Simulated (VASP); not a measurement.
**Al27Au: single point with LDA**

System: Al27Au, a slab with vacuum.

```xyz
28
Lattice="8.5913 0.0000 0.0000 4.2957 7.4403 0.0000 0.0000 0.0000 17.6765" Properties=species:S:1:pos:R:3 pbc="T T T"
Al    1.4319    0.8267    1.0000
Al    4.2957    0.8267    1.0000
Al    7.1595    0.8267    1.0000
Al    2.8638    3.3068    1.0000
Al    5.7276    3.3068    1.0000
Al    8.5913    3.3068    1.0000
Al    4.2957    5.7869    1.0000
Al    7.1595    5.7869    1.0000
Al   10.0232    5.7869    1.0000
Al    0.0023    1.6567    3.2364
Al    2.8724    1.6571    3.2556
Al    5.7223    1.6576    3.2551
Al    1.4398    4.1406    3.2552
Al    4.2949    4.1318    3.2521
Al    7.1524    4.1397    3.2540
Al    2.8653    6.6077    3.2535
Al    5.7276    6.6062    3.2529
Al    8.5916    6.6138    3.3776
Al    0.0026    0.0076    5.4921
Al    2.7108    0.0837    5.5621
Al    5.8835    0.0872    5.5592
Al    1.4328    2.4833    5.4964
Al    4.2972    2.4928    5.5177
Al    7.1644    2.4827    5.4944
Al    2.8784    4.9555    5.5148
Al    5.7119    4.9529    5.5133
Al    8.5897    4.7913    5.5670
Au    8.5970    6.6260    7.1831
```

* Program: VASP 6.6.1
* Task: single point
* Functional: LDA
* Potentials or basis: VASP PAW LDA potentials, release 64 (Al, Au)
* Cutoff: 520 eV
* k mesh: 4 × 4 × 1
* Occupations: fermi-dirac, width 0.05 eV
* Spin: no spin polarisation

```yaml
Largest_force: 0.081 eV/Å
Band_gap_on_the_k_mesh: zero (bands 46 and 47 overlap by 0.32 eV)
```

Forces on the atoms (eV/Å):
```
Al   0.028 -0.011 -0.024
Al   0.001 -0.026  0.069
Al  -0.025 -0.011 -0.023
Al   0.032  0.019 -0.067
Al  -0.031  0.019 -0.069
Al   0.002  0.031 -0.025
Al   0.000 -0.039 -0.071
Al   0.024  0.013  0.062
Al  -0.022  0.014  0.065
Al   0.001  0.001  0.003
Al  -0.021 -0.003  0.001
Al   0.016 -0.001 -0.002
Al  -0.015 -0.019  0.006
Al   0.003  0.003 -0.003
Al   0.014 -0.018  0.007
Al   0.007  0.014 -0.001
Al  -0.007  0.017  0.003
Al   0.000  0.001  0.007
Al  -0.005  0.013  0.002
Al  -0.017  0.018 -0.012
Al   0.026  0.020 -0.012
Al  -0.018 -0.013 -0.007
Al  -0.002 -0.019  0.013
Al   0.012 -0.014 -0.003
Al  -0.018  0.006  0.017
Al   0.021  0.009  0.018
Al   0.003 -0.018 -0.015
Au  -0.005 -0.008  0.061
```

Levels at points of the mesh, in eV from the Fermi level:
```
           k point  band 44  band 45  band 46  band 47  band 48  band 49
(0.00, 0.00, 0.00)    -0.62    -0.62    -0.36    -0.25    -0.25    -0.14
(0.50, 0.00, 0.00)    -0.38    -0.38    -0.32    -0.19     0.33     1.01
(0.50, 0.50, 0.00)    -0.38    -0.38    -0.33    -0.19     0.33     1.01
(0.00, 0.50, 0.00)    -0.38    -0.38    -0.32    -0.19     0.33     1.01
```

It took 51 min on 1 thread of Intel Xeon 8259CL, with other jobs on the host, peak memory 0.97 GiB.

Caveat: there is no dipole correction, which matters where the two faces differ; spin-orbit coupling is left out, which moves the levels of the heavy elements.
